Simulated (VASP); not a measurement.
# Mg2Si3N (P-3m1) in VASP: a series of runs

Runs on Mg2Si3N. Level: PBE. Tasks: relaxation of cell and atoms, relaxation of shape and atoms at fixed volume.

Program: VASP 6.6.1. These are calculated values, not measurements. Logs are shortened: lines on timing, memory, paths and dates and some standing lists are left out, and cuts for length are marked.

### 1 The cell of the first run

Symmetry: P-3m1, No. 164, trigonal system. Conventional cell: a = 3.218 Å, b = 3.218 Å, c = 10.209 Å, α = 90.00°, β = 90.00°, γ = 120.00°. Mg (site symmetry 3m) has 3 N at 2.13 Å and 3 Mg at 2.78 Å within 2.8 Å. Si (site symmetry 3m) has 9 Si at 2.49 to 3.22 Å and 3 Mg at 3.04 Å within 3.3 Å. Si (site symmetry -3m) has 12 Si at 2.49 to 3.22 Å within 3.3 Å. Within 2.8 Å of N (site symmetry -3m) lie 6 Mg at 2.13 Å.

### 2 Relaxation of cell and atoms, PBE

INCAR reads:

```
PREC = Accurate
ENCUT = 600
EDIFF = 1E-7
ISMEAR = 0
SIGMA = 0.1
LREAL = False
LASPH = True
NELM = 100
ALGO = Normal
ISIF = 3
LWAVE = False
LCHARG = False
GGA = PE
IBRION = 2
NSW = 80
EDIFFG = -0.001
```

KPOINTS reads:

```
regular mesh
0
Gamma
  12 12 4
```

POSCAR reads:

```
Mg2Si3N
1.0
    3.2179470911      0.0000000000      0.0000000000
   -1.6089735456      2.7868239289      0.0000000000
    0.0000000000      0.0000000000     10.2085182739
Mg Si N
2 3 1
Direct
    0.6666666667      0.3333333333      0.8984804282
    0.3333333333      0.6666666667      0.1015195718
    0.3333333333      0.6666666667      0.6625515665
    0.0000000000      0.0000000000      0.5000000000
    0.6666666667      0.3333333333      0.3374484335
    0.0000000000      0.0000000000      0.0000000000
```

Potentials or basis: VASP PAW PBE potentials, release 64 (Mg, Si, N).

The run is started by

```
> cat potpaw_PBE.64/Mg/POTCAR potpaw_PBE.64/Si/POTCAR potpaw_PBE.64/N/POTCAR > POTCAR
> mpirun -np 1 vasp_std > vasp.out
```

OUTCAR:

```text
PREC = Accurate
   ENCUT = 600
   EDIFF = 1E-7
   ISMEAR = 0
   LREAL = False
   LASPH = True
   NELM = 100
   ISIF = 3
   GGA = PE
   IBRION = 2
   NSW = 80
   EDIFFG = -0.001

 ion  position               nearest neighbor table
   1  0.667  0.333  0.898-   6 2.13   6 2.13   6 2.13   2 2.78   2 2.78   2 2.78   3 3.04   3 3.04
                             3 3.04
   2  0.333  0.667  0.102-   6 2.13   6 2.13   6 2.13   1 2.78   1 2.78   1 2.78   5 3.04   5 3.04
                             5 3.04
   3  0.333  0.667  0.663-   4 2.49   4 2.49   4 2.49   1 3.04   1 3.04   1 3.04
   4  0.000  0.000  0.500-   3 2.49   5 2.49   5 2.49   3 2.49   5 2.49   3 2.49
   5  0.667  0.333  0.337-   4 2.49   4 2.49   4 2.49   2 3.04   2 3.04   2 3.04
   6  0.000  0.000  0.000-   1 2.13   2 2.13   1 2.13   2 2.13   1 2.13   2 2.13

  LATTYP: Found a hexagonal cell.
 ALAT       =     3.2179470911
 C/A-ratio  =     3.1723698323

  Lattice vectors:

 A1 = (   3.2179470911,   0.0000000000,   0.0000000000)
 A2 = (  -1.6089735456,   2.7868239289,   0.0000000000)
 A3 = (   0.0000000000,   0.0000000000,  10.2085182739)

Analysis of symmetry for initial positions (statically):
=====================================================================
 Subroutine PRICEL returns:
 Original cell was already a primitive cell.

 Routine SETGRP: Setting up the symmetry group for a
 hexagonal supercell.

 Subroutine GETGRP returns: Found 12 space group operations
 (whereof 12 operations were pure point group operations)
 out of a pool of 24 trial point group operations.

The static configuration has the point symmetry D_3d.

Analysis of symmetry for dynamics (positions and initial velocities):
=====================================================================
 Subroutine PRICEL returns:
 Original cell was already a primitive cell.

 Routine SETGRP: Setting up the symmetry group for a
 hexagonal supercell.

 Subroutine GETGRP returns: Found 12 space group operations
 (whereof 12 operations were pure point group operations)
 out of a pool of 24 trial point group operations.

The dynamic configuration has the point symmetry D_3d.

 Subroutine INISYM returns: Found 12 space group operations
 (whereof 12 operations are pure point group operations),
 and found     1 'primitive' translations

----------------------------------------------------------------------------------------

                                     Primitive cell

  volume of cell :      91.5485

  direct lattice vectors                    reciprocal lattice vectors
     3.217947091  0.000000000  0.000000000     0.310757129  0.179415712  0.000000000
    -1.608973546  2.786823929  0.000000000     0.000000000  0.358831424  0.000000000
     0.000000000  0.000000000 10.208518274     0.000000000  0.000000000  0.097957409

  length of vectors
     3.217947091  3.217947091 10.208518274     0.358831424  0.358831424  0.097957409

  position of ions in fractional coordinates (direct lattice)
     0.666666667  0.333333333  0.898480428
     0.333333333  0.666666667  0.101519572
     0.333333333  0.666666667  0.662551566
     0.000000000  0.000000000  0.500000000
     0.666666667  0.333333333  0.337448434
     0.000000000  0.000000000  0.000000000

  ion indices of the primitive-cell ions
   primitive index   ion index
                 1           1
                 2           2
                 3           3
                 4           4
                 5           5
                 6           6

----------------------------------------------------------------------------------------

 KPOINTS: regular mesh

Automatic generation of k-mesh.
 Grid dimensions read from file:
 generate k-points for:   12   12    4

 Generating k-lattice:

  Cartesian coordinates                     Fractional coordinates (reciprocal lattice)
     0.025896427  0.014951309  0.000000000     0.083333333  0.000000000  0.000000000
     0.000000000  0.029902619  0.000000000     0.000000000  0.083333333  0.000000000
     0.000000000  0.000000000  0.024489352     0.000000000  0.000000000  0.250000000

  Length of vectors
     0.029902619  0.029902619  0.024489352

  Shift w.r.t. Gamma in fractional coordinates (k-lattice)
     0.000000000  0.000000000  0.000000000

 Subroutine IBZKPT returns following result:
 ===========================================

 Found     69 irreducible k-points:

 Following reciprocal coordinates:
            Coordinates               Weight
  0.000000  0.000000  0.000000      1.000000
  0.083333  0.000000  0.000000      6.000000
  0.166667 -0.000000  0.000000      6.000000
  0.250000 -0.000000  0.000000      6.000000
  0.333333  0.000000  0.000000      6.000000
  0.416667  0.000000  0.000000      6.000000
[... 16 lines left out ...]
  0.166667 -0.000000  0.250000      6.000000
  0.000000  0.166667  0.250000      6.000000
 [... further k-points ...]
   k-points           NKPTS =     69   k-points in BZ     NKDIM =     69   number of bands    NBANDS=     14
   number of dos      NEDOS =    301   number of ions     NIONS =      6
   total plane-waves  NPLWV =  65856
   dimension x,y,z NGX =    28 NGY =   28 NGZ =   84
   dimension x,y,z NGXF=    56 NGYF=   56 NGZF=  168
   ions per type =               2   3   1
   NGX,Y,Z   is equivalent  to a cutoff of  14.47, 14.47, 13.68 a.u.
   NGXF,Y,Z  is equivalent  to a cutoff of  28.93, 28.93, 27.36 a.u.
 SYSTEM =  unknown system
   PREC   = accura    normal or accurate (medium, high low for compatibility)
   ISTART =      0    job   : 0-new  1-cont  2-samecut
   ICHARG =      2    charge: 1-file 2-atom 10-const
   ISPIN  =      1    spin polarized calculation?
   LNONCOLLINEAR =      F non collinear calculations
   LSORBIT =      F    spin-orbit coupling
   LASPH  =      T    aspherical Exc in radial PAW
   ENCUT  =  600.0 eV  44.10 Ry    6.64 a.u.   6.43  6.43 20.39*2*pi/ulx,y,z
   NELM   =    100;   NELMIN=  2; NELMDL= -5     # of ELM steps
   EDIFF  = 0.1E-06   stopping-criterion for ELM
   LREAL  =      F    real-space projection
   EDIFFG = -.1E-02   stopping-criterion for IOM
   NSW    =     80    number of steps for IOM
   IBRION =      2    ionic relax: 0-MD 1-quasi-New 2-CG
   NFREE  =      1    steps in history (QN), initial steepest desc. (CG)
   ISIF   =      3    stress and relaxation
   ISYM   =      2    0-nonsym 1-usesym 2-fastsym
   POTIM  = 0.5000    time-step for ionic-motion
   TEBEG  =    0.0;   TEEND  =   0.0 temperature during run
   PSTRESS=    0.0 pullay stress
   NELECT =      21.0000    total number of electrons
   NUPDOWN=      -1.0000    fix difference up-down
   EMIN   =  10.00;   EMAX   =-10.00  energy-range for DOS
   EFERMI =   0.00;   METHOD = LEGACY
   ISMEAR =     0;   SIGMA  =   0.10  broadening in eV -4-tet -1-fermi 0-gaus
   EFERMI_NEDOS =   21; number of points for ismear=-14 and -15
   IALGO  =     38    algorithm
   IMIX   =      4    mixing-type and parameters
     AMIX     =   0.40;   BMIX     =  1.00
     AMIX_MAG =   1.60;   BMIX_MAG =  1.00
  volume/ion in A,a.u.               =      15.26       102.97
  Fermi-wavevector in a.u.,A,eV,Ry     =   1.002146  1.893781 13.664278  1.004296
  Thomas-Fermi vector in A             =   2.134614
   LORBIT       =      0    0 simple, 1 ext, 2 COOP (PROOUT), +10 PAW based schemes
   GGA     = PE    functional components
   LHFCALC =     F    Hartree Fock is set to
   AEXX    =    0.0000 exact exchange contribution
   IVDW    =     0    specifies the selected vdW correction
   LEPSILON=     F    determine dielectric tensor
   LRPA    =     F    only Hartree local field effects (RPA)
 conjugate gradient relaxation of ions
 non-spin polarized calculation
 Gauss-broadening in eV      SIGMA  =   0.10
  energy-cutoff  :      600.00
  volume of cell :       91.55
 maximum number of plane-waves:      3094
 NGX is ok and might be reduce to    28
   NGX = 13   NGY = 13   NGZ = 41

--------------------------------------- Ionic step        1  -------------------------------------------

 number of electron      21.0000001 magnetization

 Free energy of the ion-electron system (eV)
  ---------------------------------------------------
  ext. energy  EPLUGINS =         0.00000000
  ---------------------------------------------------
  free energy    TOTEN  =       -28.21805610 eV

  energy without entropy =      -28.20949239  energy(sigma->0) =      -28.21377425

------------------------ aborting loop because EDIFF is reached ----------------------------------------

  FORCE on cell =-STRESS in cart. coord.  units (eV):
  Direction    XX          YY          ZZ          XY          YZ          ZX
  --------------------------------------------------------------------------------------
  -------------------------------------------------------------------------------------
  Total       -0.0589156     -0.0589156     -0.2231465      0.0000000      0.0000000      0.0000000
  in kB       -1.0310734     -1.0310734     -3.9052564      0.0000000      0.0000000      0.0000000
  external PRESSURE =      -1.9891344 kB  Pullay stress =       0.0000000 kB
[... 305 lines left out ...]
  energy  without entropy=      -28.2098337052  energy(sigma->0) =      -28.21409735

--------------------------------------- Ionic step        9  -------------------------------------------

 number of electron      21.0000001 magnetization

 Free energy of the ion-electron system (eV)
  ---------------------------------------------------
  ext. energy  EPLUGINS =         0.00000000
  ---------------------------------------------------
  free energy    TOTEN  =       -28.21836107 eV

  energy without entropy =      -28.20983488  energy(sigma->0) =      -28.21409797

 E-fermi :   5.7493     XC(G=0): -10.1387

 val. band max:        5.7368405629   @ k =   0.2500  -0.0000   0.5000
 cond. band min:       5.7545908893   @ k =  -0.0833   0.3333   0.2500
 fundamental gap:      0.0177503265
 Fermi energy:         5.7493395228

 k-point     1 :       0.0000    0.0000    0.0000
  band No.  band energies     occupation
      1      -7.6953      2.00000
      2      -6.9682      2.00000
      3      -4.2268      2.00000
      4      -0.3815      2.00000
      5       1.1419      2.00000
      6       4.7431      2.00000
      7       5.5270      1.99833
      8       5.5270      1.99833
      9       7.2064      0.00000
     10       8.7293      0.00000
     11       8.7293      0.00000
     12       9.7925      0.00000
     13       9.7925      0.00000
     14      11.8478      0.00000
[... 375 lines left out ...]
 k-point    24 :       0.0000    0.1667    0.2500
  band No.  band energies     occupation
      1      -7.4369      2.00000
      2      -6.4804      2.00000
      3      -3.7043      2.00000
      4      -0.1677      2.00000
      5       2.0717      2.00000
      6       4.0007      2.00000
      7       4.6057      2.00000
      8       5.3058      2.00000
      9       5.3170      2.00000
     10       7.2591      0.00000
     11       7.5879      0.00000
     12       8.5657      0.00000
     13       9.6548      0.00000
     14      10.1509      0.00000

 [... further k-points ...]

------------------------ aborting loop because EDIFF is reached ----------------------------------------

  FORCE on cell =-STRESS in cart. coord.  units (eV):
  Direction    XX          YY          ZZ          XY          YZ          ZX
  --------------------------------------------------------------------------------------
  -------------------------------------------------------------------------------------
  Total       -0.0018498     -0.0018498     -0.0015597      0.0000000      0.0000000     -0.0000000
  in kB       -0.0324429     -0.0324429     -0.0273550      0.0000000      0.0000000     -0.0000000
  external PRESSURE =      -0.0307469 kB  Pullay stress =       0.0000000 kB
[... 21 lines left out ...]
  FREE ENERGIE OF THE ION-ELECTRON SYSTEM (eV)
  ---------------------------------------------------
  free  energy   TOTEN  =       -28.2183610664 eV

  energy  without entropy=      -28.2098348772  energy(sigma->0) =      -28.21409797

 reached required accuracy - stopping structural energy minimisation
```

Wall time 13 min (1 thread of Intel Xeon 8259CL, shared host); peak memory 0.34 GiB.

What came out:

```
Free energy                           : -28.2184 eV
Relaxed volume                        : 15.23 Å³/atom
Relaxed cell                          : a = 3.218 Å, b = 3.218 Å, c = 10.186 Å, α = 90.00°, β = 90.00°, γ = 120.00°
Space group after relaxing (to 0.1 Å) : P-3m1 (No. 164)
Energy gained by relaxing             : 0.1 meV/atom
Ionic steps                           : 9
Pressure after relaxing               : 0.0 GPa
Band gap on the k mesh                : zero (an odd number of electrons rules out a gap without spin polarisation)
```

Step by step:
```csv
step,energy change (eV),largest force (eV/Å),pressure (GPa),volume (Å³)
1,0.0000,0.0409,-0.20,91.55
2,-0.0002,0.0208,0.10,91.30
3,-0.0002,0.0172,0.04,91.35
4,-0.0003,0.0098,0.01,91.37
5,-0.0003,0.0075,-0.03,91.39
6,-0.0003,0.0066,-0.02,91.38
7,-0.0003,0.0021,-0.01,91.36
8,-0.0003,0.0011,0.00,91.35
9,-0.0003,0.0010,0.00,91.35
```

Final structure:
```cif
data_structure
_symmetry_space_group_name_H-M 'P 1'
_symmetry_Int_Tables_number 1
_cell_length_a 3.2179
_cell_length_b 3.2179
_cell_length_c 10.1865
_cell_angle_alpha 90.000
_cell_angle_beta 90.000
_cell_angle_gamma 120.000
_cell_volume 91.35
loop_
_atom_site_label
_atom_site_type_symbol
_atom_site_fract_x
_atom_site_fract_y
_atom_site_fract_z
_atom_site_occupancy
Mg1 Mg 0.66667 0.33333 0.89860 1
Mg2 Mg 0.33333 0.66667 0.10140 1
Si1 Si 0.33333 0.66667 0.66276 1
Si2 Si 0.00000 0.00000 0.50000 1
Si3 Si 0.66667 0.33333 0.33724 1
N1 N 0.00000 0.00000 0.00000 1
```

### 3 Relaxation of shape and atoms at fixed volume, PBE (15.72 Å³/atom)

This run uses another cell than the first one, of 15.72 Å³/atom.

INCAR reads:

```
PREC = Accurate
ENCUT = 600
EDIFF = 1E-7
ISMEAR = 0
SIGMA = 0.1
LREAL = F
LASPH = T
NELM = 60
ALGO = Normal
ISIF = 4
LWAVE = F
LCHARG = F
GGA = PE
IBRION = 2
NSW = 50
EDIFFG = -0.01
```

KPOINTS is that of step 2.

POSCAR: that of step 2 with these lines changed.

```diff
@@ -2,5 +2,5 @@
 1.0
-    3.2179470911      0.0000000000      0.0000000000
-   -1.6089735456      2.7868239289      0.0000000000
-    0.0000000000      0.0000000000     10.2085182739
+    3.2498100256      0.0000000000      0.0000000000
+   -1.6249050128      2.8144180396      0.0000000000
+    0.0000000000      0.0000000000     10.3095992860
 Mg Si N
```

Potentials or basis: VASP PAW PBE potentials, release 64 (Mg, Si, N).

The run is started by

```
> cat potpaw_PBE.64/Mg/POTCAR potpaw_PBE.64/Si/POTCAR potpaw_PBE.64/N/POTCAR > POTCAR
> mpirun -np 1 vasp_std > vasp.out
```

Run time: 8.8 min. Hardware: 1 thread of Intel Xeon 8259CL, shared host; peak memory 0.34 GiB.

Results (log left out):

```
Free energy               : -28.1974 eV
Energy gained by relaxing : 0.7 meV/atom
Ionic steps               : 5
Pressure after relaxing   : -2.3 GPa
Band gap on the k mesh    : zero (an odd number of electrons rules out a gap without spin polarisation)
```

Step by step:
| step | energy change (eV) | largest force (eV/Å) | pressure (GPa) | volume (Å³) |
| --- | --- | --- | --- | --- |
| 1 | 0.0000 | 0.1923 | -2.76 | 94.29 |
| 2 | -0.0037 | 0.0689 | -2.48 | 94.29 |
| 3 | -0.0039 | 0.0446 | -2.39 | 94.29 |
| 4 | -0.0043 | 0.0239 | -2.35 | 94.29 |
| 5 | -0.0044 | 0.0004 | -2.31 | 94.29 |

Final structure:
```cif
data_structure
_symmetry_space_group_name_H-M 'P 1'
_symmetry_Int_Tables_number 1
_cell_length_a 3.2495
_cell_length_b 3.2495
_cell_length_c 10.3117
_cell_angle_alpha 90.000
_cell_angle_beta 90.000
_cell_angle_gamma 120.000
_cell_volume 94.29
loop_
_atom_site_label
_atom_site_type_symbol
_atom_site_fract_x
_atom_site_fract_y
_atom_site_fract_z
_atom_site_occupancy
Mg1 Mg 0.66667 0.33333 0.89959 1
Mg2 Mg 0.33333 0.66667 0.10041 1
Si1 Si 0.33333 0.66667 0.66110 1
Si2 Si 0.00000 0.00000 0.50000 1
Si3 Si 0.66667 0.33333 0.33890 1
N1 N 0.00000 0.00000 0.00000 1
```

Levels at points of the mesh, in eV from the Fermi level:
| k point | band 9 | band 10 | band 11 | band 12 | band 13 | band 14 |
| --- | --- | --- | --- | --- | --- | --- |
| (0.00, 0.00, 0.00) | 1.31 | 2.84 | 2.84 | 3.92 | 3.92 | 5.82 |
| (0.50, 0.00, 0.00) | -1.28 | -1.10 | -0.27 | 0.49 | 2.32 | 2.35 |
| (0.00, 0.00, 0.50) | 2.84 | 2.84 | 3.33 | 3.56 | 3.92 | 3.92 |
| (0.50, 0.00, 0.50) | -1.10 | -0.39 | -0.27 | 0.94 | 1.57 | 2.37 |
